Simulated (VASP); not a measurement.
# Mo3N4 (Pm-3m) in VASP: notebook, part 2 of 2

VASP 6.6.1.

### 4 Relaxation of cell and atoms, PBEsol

This run uses another cell than the first one, of 10.32 Å³/atom, 1.005 times its volume.

The input, INCAR:

```
  ALGO = Normal
  EDIFF = 1E-7
  EDIFFG = -0.001
  ENCUT = 600
  GGA = PS
  IBRION = 2
  ISIF = 3
  ISMEAR = -1
  LASPH = True
  LCHARG = False
  LREAL = False
  LWAVE = False
  NELM = 60
  NSW = 80
  PREC = Accurate
  SIGMA = 0.15
```

The input, KPOINTS:

```
k-points
0
Gamma
  8 8 8
```

The input, POSCAR:

```
Mo3N4
1.0
    4.1644377362      0.0000000000      0.0000000000
    0.0000000000      4.1644377362      0.0000000000
    0.0000000000      0.0000000000      4.1644377362
Mo N
3 4
Direct
    0.5000000000      0.5000000000      0.0000000000
    0.0000000000      0.5000000000      0.5000000000
    0.5000000000      0.0000000000      0.5000000000
    0.5000000000      0.5000000000      0.5000000000
    0.5000000000      0.0000000000      0.0000000000
    0.0000000000      0.5000000000      0.0000000000
    0.0000000000      0.0000000000      0.5000000000
```

On the command line:

```bash
$ cat potpaw_PBE.64/Mo_sv/POTCAR potpaw_PBE.64/N/POTCAR > POTCAR
$ mpirun -np 1 vasp_std > vasp.out
```

Wall time 2.7 min (1 thread of Intel Xeon Platinum 8375C at 2.90GHz (Ice Lake), shared host); peak memory 0.26 GiB.

Results (log left out):

```
Free energy                            : -72.0943 eV
Relaxed volume                         : 10.33 Å³/atom
Relaxed cell                           : a = 4.167 Å, b = 4.167 Å, c = 4.167 Å, α = 90.00°, β = 90.00°, γ = 90.00°
Space group after relaxing (to 0.05 Å) : Pm-3m (No. 221)
Energy gained by relaxing              : 0.0 meV/atom
Ionic steps                            : 3
Pressure after relaxing                : 0.0 GPa
Band gap on the k mesh                 : zero (band 31 reaches 11.91 eV, above the bottom of band 32 at 9.95 eV)
```

Step by step:
```
step  energy change (eV)  largest force (eV/Å)  pressure (GPa)  volume (Å³)
   1              0.0000                0.0000            0.58        72.22
   2              0.0009                0.0000           -1.27        72.62
   3             -0.0002                0.0000            0.00        72.34
```

Final structure:
```cif
data_structure
_symmetry_space_group_name_H-M 'P 1'
_symmetry_Int_Tables_number 1
_cell_length_a 4.1668
_cell_length_b 4.1668
_cell_length_c 4.1668
_cell_angle_alpha 90.000
_cell_angle_beta 90.000
_cell_angle_gamma 90.000
_cell_volume 72.34
loop_
_atom_site_label
_atom_site_type_symbol
_atom_site_fract_x
_atom_site_fract_y
_atom_site_fract_z
_atom_site_occupancy
Mo1 Mo 0.50000 0.50000 0.00000 1
Mo2 Mo 0.00000 0.50000 0.50000 1
Mo3 Mo 0.50000 0.00000 0.50000 1
N1 N 0.50000 0.50000 0.50000 1
N2 N 0.50000 0.00000 0.00000 1
N3 N 0.00000 0.50000 0.00000 1
N4 N 0.00000 0.00000 0.50000 1
```

Levels at points of the mesh, in eV from the Fermi level:
| k point | band 27 | band 28 | band 29 | band 30 | band 31 | band 32 | band 33 | band 34 | band 35 | band 36 |
| --- | --- | --- | --- | --- | --- | --- | --- | --- | --- | --- |
| (0.00, 0.00, 0.00) | -2.72 | -2.72 | -1.55 | -1.55 | -1.55 | -0.86 | -0.86 | -0.86 | -0.50 | -0.50 |
| (0.50, 0.00, 0.00) | -2.91 | -2.91 | -2.82 | -1.54 | -0.26 | 0.09 | 0.09 | 0.37 | 0.37 | 1.86 |
| (0.50, 0.50, 0.00) | -4.87 | -0.93 | -0.62 | 0.10 | 0.57 | 0.65 | 0.65 | 0.99 | 0.99 | 2.19 |
| (0.50, 0.50, 0.50) | -2.42 | -2.42 | 0.77 | 0.77 | 0.77 | 1.66 | 1.66 | 1.66 | 2.39 | 2.39 |

Caveat: the PAW data sets were made with another functional, which shifts forces and pressure a little.

### 5 Relaxation of cell and atoms, PBEsol, target pressure 2 GPa, at which the enthalpy is minimised

This run uses another cell than the first one, of 10.33 Å³/atom, 1.006 times its volume.

The input, INCAR:

```
PREC = Accurate
ENCUT = 600
EDIFF = 1E-6
ISMEAR = -1
SIGMA = 0.15
LREAL = False
LASPH = True
NELM = 60
ALGO = Normal
ISIF = 3
LWAVE = False
LCHARG = False
GGA = PS
IBRION = 2
NSW = 80
EDIFFG = -0.001
PSTRESS = 20.0
```

The input, KPOINTS:

```
regular mesh
0
Gamma
  8 8 8
```

Edit POSCAR of step 4 so:

```diff
@@ -2,5 +2,5 @@
 1.0
-    4.1644377362      0.0000000000      0.0000000000
-    0.0000000000      4.1644377362      0.0000000000
-    0.0000000000      0.0000000000      4.1644377362
+    4.1657145974      0.0000000000      0.0000000000
+    0.0000000000      4.1657145974      0.0000000000
+    0.0000000000      0.0000000000      4.1657145974
 Mo N
```

Potentials or basis: VASP PAW PBE potentials, release 64 (Mo_sv, N).

On the command line:

```bash
$ cat potpaw_PBE.64/Mo_sv/POTCAR potpaw_PBE.64/N/POTCAR > POTCAR
$ mpirun -np 1 vasp_std > vasp.out
```

OUTCAR:

```text
PREC = Accurate
   ENCUT = 600
   EDIFF = 1E-6
   ISMEAR = -1
   LREAL = False
   LASPH = True
   NELM = 60
   ISIF = 3
   GGA = PS
   IBRION = 2
   NSW = 80
   EDIFFG = -0.001
   PSTRESS = 20.0

 ion  position               nearest neighbor table
   1  0.500  0.500  0.000-   4 2.08   5 2.08   6 2.08   4 2.08   5 2.08   6 2.08   3 2.95   3 2.95
                             3 2.95   2 2.95   3 2.95   2 2.95   2 2.95   2 2.95
   2  0.000  0.500  0.500-   4 2.08   6 2.08   7 2.08   6 2.08   7 2.08   4 2.08   3 2.95   3 2.95
                             1 2.95   1 2.95   3 2.95   1 2.95   1 2.95   3 2.95
   3  0.500  0.000  0.500-   4 2.08   5 2.08   7 2.08   5 2.08   4 2.08   7 2.08   2 2.95   1 2.95
                             2 2.95   1 2.95   1 2.95   2 2.95   1 2.95   2 2.95
   4  0.500  0.500  0.500-   1 2.08   2 2.08   3 2.08   1 2.08   3 2.08   2 2.08
   5  0.500  0.000  0.000-   1 2.08   3 2.08   3 2.08   1 2.08
   6  0.000  0.500  0.000-   1 2.08   2 2.08   2 2.08   1 2.08
   7  0.000  0.000  0.500-   2 2.08   3 2.08   2 2.08   3 2.08

  LATTYP: Found a simple cubic cell.
 ALAT       =     4.1657145974

  Lattice vectors:

 A1 = (   4.1657145974,   0.0000000000,   0.0000000000)
 A2 = (   0.0000000000,   4.1657145974,   0.0000000000)
 A3 = (   0.0000000000,   0.0000000000,   4.1657145974)

Analysis of symmetry for initial positions (statically):
=====================================================================
 Subroutine PRICEL returns:
 Original cell was already a primitive cell.

 Routine SETGRP: Setting up the symmetry group for a
 simple cubic supercell.

 Subroutine GETGRP returns: Found 48 space group operations
 (whereof 48 operations were pure point group operations)
 out of a pool of 48 trial point group operations.

The static configuration has the point symmetry O_h .

Analysis of symmetry for dynamics (positions and initial velocities):
=====================================================================
 Subroutine PRICEL returns:
 Original cell was already a primitive cell.

 Routine SETGRP: Setting up the symmetry group for a
 simple cubic supercell.

 Subroutine GETGRP returns: Found 48 space group operations
 (whereof 48 operations were pure point group operations)
 out of a pool of 48 trial point group operations.

The dynamic configuration has the point symmetry O_h .

 Subroutine INISYM returns: Found 48 space group operations
 (whereof 48 operations are pure point group operations),
 and found     1 'primitive' translations

----------------------------------------------------------------------------------------

                                     Primitive cell

  volume of cell :      72.2884

  direct lattice vectors                    reciprocal lattice vectors
     4.165714597  0.000000000  0.000000000     0.240054852  0.000000000  0.000000000
     0.000000000  4.165714597  0.000000000     0.000000000  0.240054852  0.000000000
     0.000000000  0.000000000  4.165714597     0.000000000  0.000000000  0.240054852

  length of vectors
     4.165714597  4.165714597  4.165714597     0.240054852  0.240054852  0.240054852

  position of ions in fractional coordinates (direct lattice)
     0.500000000  0.500000000  0.000000000
     0.000000000  0.500000000  0.500000000
[... 39 lines left out ...]

 Found     35 irreducible k-points:

 Following reciprocal coordinates:
            Coordinates               Weight
  0.000000  0.000000  0.000000      1.000000
  0.125000  0.000000  0.000000      6.000000
  0.250000  0.000000  0.000000      6.000000
  0.375000  0.000000  0.000000      6.000000
  0.500000  0.000000  0.000000      3.000000
  0.125000  0.125000  0.000000     12.000000
[... 16 lines left out ...]
  0.375000  0.375000  0.125000     24.000000
  0.500000  0.375000  0.125000     24.000000
 [... further k-points ...]
   k-points           NKPTS =     35   k-points in BZ     NKDIM =     35   number of bands    NBANDS=     37
   number of dos      NEDOS =    301   number of ions     NIONS =      7
   total plane-waves  NPLWV =  46656
   dimension x,y,z NGX =    36 NGY =   36 NGZ =   36
   dimension x,y,z NGXF=    72 NGYF=   72 NGZF=   72
   ions per type =               3   4
   NGX,Y,Z   is equivalent  to a cutoff of  14.37, 14.37, 14.37 a.u.
   NGXF,Y,Z  is equivalent  to a cutoff of  28.73, 28.73, 28.73 a.u.
 SYSTEM =  unknown system
   PREC   = accura    normal or accurate (medium, high low for compatibility)
   ISTART =      0    job   : 0-new  1-cont  2-samecut
   ICHARG =      2    charge: 1-file 2-atom 10-const
   ISPIN  =      1    spin polarized calculation?
   LNONCOLLINEAR =      F non collinear calculations
   LSORBIT =      F    spin-orbit coupling
   LASPH  =      T    aspherical Exc in radial PAW
   ENCUT  =  600.0 eV  44.10 Ry    6.64 a.u.   8.32  8.32  8.32*2*pi/ulx,y,z
   NELM   =     60;   NELMIN=  2; NELMDL= -5     # of ELM steps
   EDIFF  = 0.1E-05   stopping-criterion for ELM
   LREAL  =      F    real-space projection
   EDIFFG = -.1E-02   stopping-criterion for IOM
   NSW    =     80    number of steps for IOM
   IBRION =      2    ionic relax: 0-MD 1-quasi-New 2-CG
   NFREE  =      1    steps in history (QN), initial steepest desc. (CG)
   ISIF   =      3    stress and relaxation
   ISYM   =      2    0-nonsym 1-usesym 2-fastsym
   POTIM  = 0.5000    time-step for ionic-motion
   TEBEG  =    0.0;   TEEND  =   0.0 temperature during run
   PSTRESS=   20.0 pullay stress
   NELECT =      62.0000    total number of electrons
   NUPDOWN=      -1.0000    fix difference up-down
   EMIN   =  10.00;   EMAX   =-10.00  energy-range for DOS
   EFERMI =   0.00;   METHOD = LEGACY
   ISMEAR =    -1;   SIGMA  =   0.15  broadening in eV -4-tet -1-fermi 0-gaus
   EFERMI_NEDOS =   21; number of points for ismear=-14 and -15
   IALGO  =     38    algorithm
   IMIX   =      4    mixing-type and parameters
     AMIX     =   0.40;   BMIX     =  1.00
     AMIX_MAG =   1.60;   BMIX_MAG =  1.00
  volume/ion in A,a.u.               =      10.33        69.69
  Fermi-wavevector in a.u.,A,eV,Ry     =   1.555426  2.939328 32.917235  2.419348
  Thomas-Fermi vector in A             =   2.659368
   LORBIT       =      0    0 simple, 1 ext, 2 COOP (PROOUT), +10 PAW based schemes
   GGA     = PS    functional components
   LHFCALC =     F    Hartree Fock is set to
   AEXX    =    0.0000 exact exchange contribution
   IVDW    =     0    specifies the selected vdW correction
   LEPSILON=     F    determine dielectric tensor
   LRPA    =     F    only Hartree local field effects (RPA)
 conjugate gradient relaxation of ions
 non-spin polarized calculation
  energy-cutoff  :      600.00
  volume of cell :       72.29
 maximum number of plane-waves:      2469
 NGX is ok and might be reduce to    36
   NGX = 17   NGY = 17   NGZ = 17

--------------------------------------- Ionic step        1  -------------------------------------------

 number of electron      62.0000006 magnetization

 Free energy of the ion-electron system (eV)
  ---------------------------------------------------
  ext. energy  EPLUGINS =         0.00000000
  ---------------------------------------------------
  free energy    TOTEN  =       -72.09456306 eV

  energy without entropy =      -71.82307015  energy(sigma->0) =      -71.95881661

------------------------ aborting loop because EDIFF is reached ----------------------------------------

  FORCE on cell =-STRESS in cart. coord.  units (eV):
  Direction    XX          YY          ZZ          XY          YZ          ZX
  --------------------------------------------------------------------------------------
  -------------------------------------------------------------------------------------
  Total        0.1156371      0.1156371      0.1156371      0.0000000      0.0000000     -0.0000000
  in kB        2.5629443      2.5629443      2.5629443      0.0000000      0.0000000     -0.0000000
  external PRESSURE =     -17.4370557 kB  Pullay stress =      20.0000000 kB
[... 73 lines left out ...]
--------------------------------------- Ionic step        3  -------------------------------------------

 number of electron      62.0000004 magnetization

 Free energy of the ion-electron system (eV)
  ---------------------------------------------------
  ext. energy  EPLUGINS =         0.00000000
  ---------------------------------------------------
  free energy    TOTEN  =       -72.09203367 eV

  energy without entropy =      -71.82236431  energy(sigma->0) =      -71.95719899

 E-fermi :  11.2331     XC(G=0): -13.2278

 val. band max:       11.2307854375   @ k =   0.1250   0.1250   0.0000
 cond. band min:      11.2435176532   @ k =   0.5000   0.3750   0.3750
 fundamental gap:      0.0127322157
 Fermi energy:        11.2330688234

 k-point     1 :       0.0000    0.0000    0.0000
  band No.  band energies     occupation
      1     -51.1504      2.00000
      2     -50.9896      2.00000
      3     -50.9896      2.00000
      4     -25.6879      2.00000
      5     -25.6879      2.00000
      6     -25.6879      2.00000
[... 949 lines left out ...]
     36      13.3226      0.00000
     37      13.3878      0.00000

 [... further k-points ...]
[... 5 lines left out ...]
  --------------------------------------------------------------------------------------
  -------------------------------------------------------------------------------------
  Total        0.8920460      0.8920460      0.8920460      0.0000000      0.0000000     -0.0000000
  in kB       19.8699277     19.8699277     19.8699277      0.0000000      0.0000000     -0.0000000
  external PRESSURE =      -0.1300723 kB  Pullay stress =      20.0000000 kB
[... 26 lines left out ...]
  energy  without entropy=      -71.8223643056  energy(sigma->0) =      -71.95719899

  enthalpy is  TOTEN    =       -71.1941481393 eV   P V=        0.8978855317

 reached required accuracy - stopping structural energy minimisation
```

Wall time 2.5 min (1 thread of Intel Xeon Platinum 8375C at 2.90GHz (Ice Lake), shared host); peak memory 0.26 GiB.

What came out:

```yaml
Free_energy: -72.0920 eV
Relaxed_volume: 10.28 Å³/atom
Relaxed_cell: a = 4.159 Å, b = 4.159 Å, c = 4.159 Å, α = 90.00°, β = 90.00°, γ = 90.00°
Space_group_after_relaxing_to_0.05_Å: Pm-3m (No. 221)
Energy_change_on_relaxing_the_enthalpy_is_what_falls: +0.4 meV/atom
Ionic_steps: 3
Pressure_after_relaxing: 2.0 GPa
Band_gap_on_the_k_mesh: zero (band 31 reaches 12.01 eV, above the bottom of band 32 at 10.03 eV)
```

Step by step:
```
step  energy change (eV)  largest force (eV/Å)  pressure (GPa)  volume (Å³)
   1              0.0000                0.0000            0.26        72.29
   2              0.0228                0.0000            6.09        71.12
   3              0.0025                0.0000            1.99        71.93
```

Final structure:
```
CELL_PARAMETERS angstrom
4.15879 0.00000 0.00000
0.00000 4.15879 0.00000
0.00000 0.00000 4.15879
ATOMIC_POSITIONS crystal
Mo 0.50000 0.50000 0.00000
Mo 0.00000 0.50000 0.50000
Mo 0.50000 0.00000 0.50000
N 0.50000 0.50000 0.50000
N 0.50000 0.00000 0.00000
N 0.00000 0.50000 0.00000
N 0.00000 0.00000 0.50000
```

Caveat: the cell is relaxed towards a set pressure, so the enthalpy falls and the energy may rise; the PAW data sets were made with another functional, which shifts forces and pressure a little.

### 6 Summary

| task | cell | cutoff (eV) | gap on the mesh (eV) | pressure (GPa) |
| --- | --- | --- | --- | --- |
| single point | a = 4.158 Å, 7 atoms | 520 | none | 2.5 |
| single point | a = 4.166 Å, 7 atoms | 520 | none | 0.5 |
| relaxation of cell and atoms | relaxed from a = 4.164 Å, 7 atoms | 600 | none | 0.0 |
| relaxation of cell and atoms | relaxed to 2 GPa from a = 4.166 Å, 7 atoms | 600 | none | 2.0 |

Alike in all rows: level PBEsol; potentials or basis VASP PAW PBE potentials, release 64 (Mo_sv, N); no spin polarisation; k mesh 8 × 8 × 8; smearing fermi-dirac 0.15 eV.

Caveats: the PAW data sets were made with another functional, which shifts forces and pressure a little; the cell is relaxed towards a set pressure, so the enthalpy falls and the energy may rise (some runs).

Total energies depend on the potentials used, so only differences within one code and one set of settings carry meaning.
